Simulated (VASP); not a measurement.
# BaTiO3 in VASP: single point with r2SCAN

Aim: the single point of BaTiO3 with r2SCAN.

Everything below comes from runs of VASP 6.6.1. Logs are shortened: lines on timing, memory, paths and dates and some standing lists are left out, and cuts for length are marked.

## (1) The cell of the first run

The typed cell holds 5 atoms: a = 3.994 Å, b = 3.994 Å, c = 3.994 Å, α = 90.00°, β = 90.00°, γ = 90.00°.

## (2) Single point, r2SCAN

POSCAR reads:

```
BaTiO3
1.0
    2.8244204706      1.6306799190      2.3063113453
   -2.8244204706      1.6306799190      2.3063113453
    0.0000000000     -3.2613598381      2.3063113453
Ba Ti O
1 1 3
Direct
    0.0001460400      0.0001460400      0.0001460400
    0.5001460400      0.5001460400      0.5001460400
    0.5001460400      1.0001460400      0.5001460400
    0.5001460400      0.5001460400      1.0001460400
    1.0001460400      0.5001460400      0.5001460400
```

INCAR.step1 reads:

```
SYSTEM = BaTiO3
PREC = Accurate
ENCUT = 660
ISMEAR = 0
SIGMA = 0.02
LREAL = .False.
LASPH = .True.
NELM = 120
NBANDS = 28
GGA = PE
ALGO = Normal
EDIFF = 1E-5
LWAVE = .True.
LCHARG = .False.
GGA_COMPAT = .False.
```

INCAR.step2 reads:

```
SYSTEM = BaTiO3
PREC = Accurate
ENCUT = 660
EDIFF = 1E-6
ISMEAR = 0
SIGMA = 0.02
LREAL = .False.
LASPH = .True.
NELM = 120
ALGO = Normal
ISIF = 2
LWAVE = .False.
LCHARG = .False.
METAGGA = R2SCAN
LMIXTAU = .True.
NBANDS = 28
ISTART = 1
GGA_COMPAT = .False.
```

KPOINTS reads:

```
Automatic mesh
0
Gamma
  9 9 9
  0 0 0
```

Potentials or basis: VASP PAW PBE potentials, release 64 (Ba_sv, Ti_sv, O).

Launch:

```
> cat potpaw_PBE.64/Ba_sv/POTCAR potpaw_PBE.64/Ti_sv/POTCAR potpaw_PBE.64/O/POTCAR > POTCAR
> cp INCAR.step1 INCAR
> mpirun -np 1 vasp_std > vasp.out
> cp INCAR.step2 INCAR
> mpirun -np 1 vasp_std > vasp.out
```

OUTCAR:

```text
SYSTEM = BaTiO3
   PREC = Accurate
   ENCUT = 660
   EDIFF = 1E-6
   ISMEAR = 0
   LREAL = .False.
   LASPH = .True.
   NELM = 120
   ISIF = 2
   METAGGA = R2SCAN
   ISTART = 1

 ion  position               nearest neighbor table
   1  0.000  0.000  0.000-   4 2.82   4 2.82   3 2.82   5 2.82   3 2.82   5 2.82   4 2.82   4 2.82
                             3 2.82   5 2.82   3 2.82   5 2.82   2 3.46   2 3.46   2 3.46   2 3.46
   2  0.500  0.500  0.500-   3 2.00   5 2.00   3 2.00   5 2.00   4 2.00   4 2.00   1 3.46   1 3.46
                             1 3.46   1 3.46   1 3.46   1 3.46   1 3.46   1 3.46
   3  0.500  0.000  0.500-   2 2.00   2 2.00   1 2.82   1 2.82   1 2.82   1 2.82
   4  0.500  0.500  0.000-   2 2.00   2 2.00   1 2.82   1 2.82   1 2.82   1 2.82
   5  0.000  0.500  0.500-   2 2.00   2 2.00   1 2.82   1 2.82   1 2.82   1 2.82

  LATTYP: Found a trigonal (rhomboedric) cell.
 ALAT       =     3.9944386357
 COS(alpha) =     0.0000525225

  Lattice vectors:

 A1 = (   2.8244204706,   1.6306799190,   2.3063113453)
 A2 = (  -2.8244204706,   1.6306799190,   2.3063113453)
 A3 = (   0.0000000000,  -3.2613598381,   2.3063113453)

Analysis of symmetry for initial positions (statically):
=====================================================================
 Subroutine PRICEL returns:
 Original cell was already a primitive cell.

 Routine SETGRP: Setting up the symmetry group for a
 trigonal (rhombohedral) supercell.

 Subroutine GETGRP returns: Found 12 space group operations
 (whereof  6 operations were pure point group operations)
 out of a pool of 12 trial point group operations.

The static configuration has the point symmetry C_3v.
 The point group associated with its full space group is D_3d.

Analysis of symmetry for dynamics (positions and initial velocities):
=====================================================================
 Subroutine PRICEL returns:
 Original cell was already a primitive cell.

 Routine SETGRP: Setting up the symmetry group for a
 trigonal (rhombohedral) supercell.

 Subroutine GETGRP returns: Found 12 space group operations
 (whereof  6 operations were pure point group operations)
 out of a pool of 12 trial point group operations.

The dynamic configuration has the point symmetry C_3v.
 The point group associated with its full space group is D_3d.

 Subroutine INISYM returns: Found 12 space group operations
 (whereof  6 operations are pure point group operations),
 and found     1 'primitive' translations

----------------------------------------------------------------------------------------

                                     Primitive cell

  volume of cell :      63.7334

  direct lattice vectors                    reciprocal lattice vectors
     2.824420471  1.630679919  2.306311345     0.177027466  0.102206855  0.144530934
    -2.824420471  1.630679919  2.306311345    -0.177027466  0.102206855  0.144530934
     0.000000000 -3.261359838  2.306311345     0.000000000 -0.204413711  0.144530934

  length of vectors
     3.994438636  3.994438636  3.994438636     0.250348070  0.250348070  0.250348070

  position of ions in fractional coordinates (direct lattice)
     0.000146040  0.000146040  0.000146040
     0.500146040  0.500146040  0.500146040
     0.500146040  0.000146040  0.500146040
     0.500146040  0.500146040  0.000146040
     0.000146040  0.500146040  0.500146040

  ion indices of the primitive-cell ions
   primitive index   ion index
                 1           1
                 2           2
                 3           3
                 4           4
                 5           5

----------------------------------------------------------------------------------------

 KPOINTS: Automatic mesh

Automatic generation of k-mesh.
 Grid dimensions read from file:
 generate k-points for:    9    9    9

 Generating k-lattice:

  Cartesian coordinates                     Fractional coordinates (reciprocal lattice)
     0.019669718  0.011356317  0.016058993     0.111111111 -0.000000000  0.000000000
    -0.019669718  0.011356317  0.016058993    -0.000000000  0.111111111  0.000000000
     0.000000000 -0.022712635  0.016058993     0.000000000  0.000000000  0.111111111

  Length of vectors
     0.027816452  0.027816452  0.027816452

  Shift w.r.t. Gamma in fractional coordinates (k-lattice)
     0.000000000  0.000000000  0.000000000

 Subroutine IBZKPT returns following result:
 ===========================================

 Found     85 irreducible k-points:

 Following reciprocal coordinates:
            Coordinates               Weight
  0.000000  0.000000  0.000000      1.000000
  0.111111  0.000000  0.000000      6.000000
  0.222222 -0.000000  0.000000      6.000000
  0.333333 -0.000000 -0.000000      6.000000
  0.444444 -0.000000  0.000000      6.000000
  0.111111  0.111111  0.000000      6.000000
[... 16 lines left out ...]
 -0.333333  0.333333  0.000000      6.000000
  0.444444  0.444444  0.000000      6.000000
 [... further k-points ...]
   k-points           NKPTS =     85   k-points in BZ     NKDIM =     85   number of bands    NBANDS=     28
   number of dos      NEDOS =    301   number of ions     NIONS =      5
   total plane-waves  NPLWV =  46656
   dimension x,y,z NGX =    36 NGY =   36 NGZ =   36
   dimension x,y,z NGXF=    72 NGYF=   72 NGZF=   72
   ions per type =               1   1   3
   NGX,Y,Z   is equivalent  to a cutoff of  14.98, 14.98, 14.98 a.u.
   NGXF,Y,Z  is equivalent  to a cutoff of  29.97, 29.97, 29.97 a.u.
 SYSTEM =  BaTiO3
   PREC   = accura    normal or accurate (medium, high low for compatibility)
   ISTART =      1    job   : 0-new  1-cont  2-samecut
   ICHARG =      0    charge: 1-file 2-atom 10-const
   ISPIN  =      1    spin polarized calculation?
   LNONCOLLINEAR =      F non collinear calculations
   LSORBIT =      F    spin-orbit coupling
   LASPH  =      T    aspherical Exc in radial PAW
   ENCUT  =  660.0 eV  48.51 Ry    6.96 a.u.   8.37  8.37  8.37*2*pi/ulx,y,z
   NELM   =    120;   NELMIN=  2; NELMDL=  0     # of ELM steps
   EDIFF  = 0.1E-05   stopping-criterion for ELM
   LREAL  =      F    real-space projection
   EDIFFG = 0.1E-04   stopping-criterion for IOM
   NSW    =      0    number of steps for IOM
   IBRION =     -1    ionic relax: 0-MD 1-quasi-New 2-CG
   NFREE  =      0    steps in history (QN), initial steepest desc. (CG)
   ISIF   =      2    stress and relaxation
   ISYM   =      2    0-nonsym 1-usesym 2-fastsym
   POTIM  = 0.5000    time-step for ionic-motion
   TEBEG  =    0.0;   TEEND  =   0.0 temperature during run
   PSTRESS=    0.0 pullay stress
   NELECT =      40.0000    total number of electrons
   NUPDOWN=      -1.0000    fix difference up-down
   EMIN   =  10.00;   EMAX   =-10.00  energy-range for DOS
   EFERMI =   0.00;   METHOD = LEGACY
   ISMEAR =     0;   SIGMA  =   0.02  broadening in eV -4-tet -1-fermi 0-gaus
   EFERMI_NEDOS =   21; number of points for ismear=-14 and -15
   IALGO  =     38    algorithm
   IMIX   =      4    mixing-type and parameters
     AMIX     =   0.40;   BMIX     =  1.00
     AMIX_MAG =   1.60;   BMIX_MAG =  1.00
  volume/ion in A,a.u.               =      12.75        86.02
  Fermi-wavevector in a.u.,A,eV,Ry     =   1.401648  2.648731 26.730253  1.964618
  Thomas-Fermi vector in A             =   2.524489
   LORBIT       =      0    0 simple, 1 ext, 2 COOP (PROOUT), +10 PAW based schemes
   METAGGA = R2SCAN    functional components
   LHFCALC =     F    Hartree Fock is set to
   AEXX    =    0.0000 exact exchange contribution
   IVDW    =     0    specifies the selected vdW correction
   LEPSILON=     F    determine dielectric tensor
   LRPA    =     F    only Hartree local field effects (RPA)
 non-spin polarized calculation
 Gauss-broadening in eV      SIGMA  =   0.02
  energy-cutoff  :      660.00
  volume of cell :       63.73
 maximum number of plane-waves:      2517
 NGX is ok and might be reduce to    36
   NGX = 17   NGY = 17   NGZ = 17

 number of electron      39.9999999 magnetization

 Free energy of the ion-electron system (eV)
  ---------------------------------------------------
  ext. energy  EPLUGINS =         0.00000000
  ---------------------------------------------------
  free energy    TOTEN  =       -74.24511886 eV

  energy without entropy =      -74.24511886  energy(sigma->0) =      -74.24511886

 E-fermi :   3.6791     XC(G=0): -11.9523

 val. band max:        3.5372958464   @ k =  -0.4444   0.4444   0.4444
 cond. band min:       5.7256384662   @ k =   0.0000   0.0000   0.0000
 fundamental gap:      2.1883426198
 Fermi energy:         3.6791362416

 k-point     1 :       0.0000    0.0000    0.0000
  band No.  band energies     occupation
      1     -55.2775      2.00000
      2     -30.4391      2.00000
      3     -30.4391      2.00000
      4     -30.4390      2.00000
      5     -21.8792      2.00000
      6     -14.2977      2.00000
[... 20 lines left out ...]
     27       9.1882      0.00000
     28      11.9607      0.00000

 k-point     2 :       0.1111    0.0000    0.0000
  band No.  band energies     occupation
      1     -55.2774      2.00000
      2     -30.4461      2.00000
      3     -30.4388      2.00000
      4     -30.4388      2.00000
      5     -21.8639      2.00000
      6     -14.3032      2.00000
[... 20 lines left out ...]
     27       9.4416      0.00000
     28      12.2597      0.00000

 k-point     3 :       0.2222   -0.0000    0.0000
  band No.  band energies     occupation
      1     -55.2770      2.00000
      2     -30.4638      2.00000
      3     -30.4382      2.00000
      4     -30.4382      2.00000
      5     -21.8248      2.00000
      6     -14.3535      2.00000
[... 20 lines left out ...]
     27      10.1328      0.00000
     28      12.6794      0.00000

 k-point     4 :       0.3333   -0.0000   -0.0000
  band No.  band energies     occupation
      1     -55.2766      2.00000
      2     -30.4839      2.00000
      3     -30.4375      2.00000
      4     -30.4375      2.00000
      5     -21.7794      2.00000
      6     -14.4513      2.00000
[... 578 lines left out ...]
     27      12.5704      0.00000
     28      13.7277      0.00000

 k-point    23 :      -0.3333    0.3333    0.0000
  band No.  band energies     occupation
      1     -55.2758      2.00000
      2     -30.4819      2.00000
      3     -30.4812      2.00000
      4     -30.4360      2.00000
      5     -21.7071      2.00000
      6     -14.1893      2.00000
[... 20 lines left out ...]
     27      12.8104      0.00000
     28      12.9015      0.00000

 k-point    24 :       0.4444    0.4444    0.0000
  band No.  band energies     occupation
      1     -55.2753      2.00000
      2     -30.4936      2.00000
      3     -30.4936      2.00000
      4     -30.4351      2.00000
      5     -21.6663      2.00000
      6     -14.0235      2.00000
[... 20 lines left out ...]
     27      12.3831      0.00000
     28      14.1417      0.00000

 [... further k-points ...]
[... 5 lines left out ...]
  --------------------------------------------------------------------------------------
  -------------------------------------------------------------------------------------
  Total        0.6984996      0.6984996      0.6901890     -0.0000000     -0.0000000      0.0000000
  in kB       17.5593921     17.5593921     17.3504752     -0.0000000     -0.0000000      0.0000000
  external PRESSURE =      17.4897532 kB  Pullay stress =       0.0000000 kB

 VOLUME and BASIS-vectors are now :
 -----------------------------------------------------------------------------
  energy-cutoff  :      660.00
  volume of cell :       63.73
      direct lattice vectors                 reciprocal lattice vectors
     2.824420471  1.630679919  2.306311345     0.177027466  0.102206855  0.144530934
    -2.824420471  1.630679919  2.306311345    -0.177027466  0.102206855  0.144530934
     0.000000000 -3.261359838  2.306311345     0.000000000 -0.204413711  0.144530934

 POSITION                                       TOTAL-FORCE (eV/Angst)
 -----------------------------------------------------------------------------------
      0.00000     -0.00000      0.00101         0.000000      0.000000     -0.000000
      0.00000     -0.00000      3.46048         0.000000      0.000000      0.000000
      1.41221     -0.81534      2.30732        -0.000000      0.000000      0.000000
      0.00000      1.63068      2.30732         0.000000     -0.000000     -0.000000
     -1.41221     -0.81534      2.30732        -0.000000      0.000000     -0.000000
 -----------------------------------------------------------------------------------
    total drift:                                0.000000      0.000000      0.000006

  FREE ENERGIE OF THE ION-ELECTRON SYSTEM (eV)
  ---------------------------------------------------
  free  energy   TOTEN  =       -74.2451188570 eV

  energy  without entropy=      -74.2451188570  energy(sigma->0) =      -74.24511886
```

Run time: 13 min. Hardware: 1 thread of Intel Xeon 8259CL, shared host; peak memory 0.37 GiB.

What came out:

| Quantity | Value |
| --- | --- |
| Free energy | -74.2451 eV |
| Pressure | 1.7 GPa |
| Band gap on the k mesh | 2.19 eV (least direct gap 2.30 eV) |

Caveat: the PAW data sets were made with another functional, which shifts forces and pressure a little; spin-orbit coupling is left out, which moves the levels of the heavy elements; an odd mesh through Γ misses points on the zone boundary, where band edges can lie.
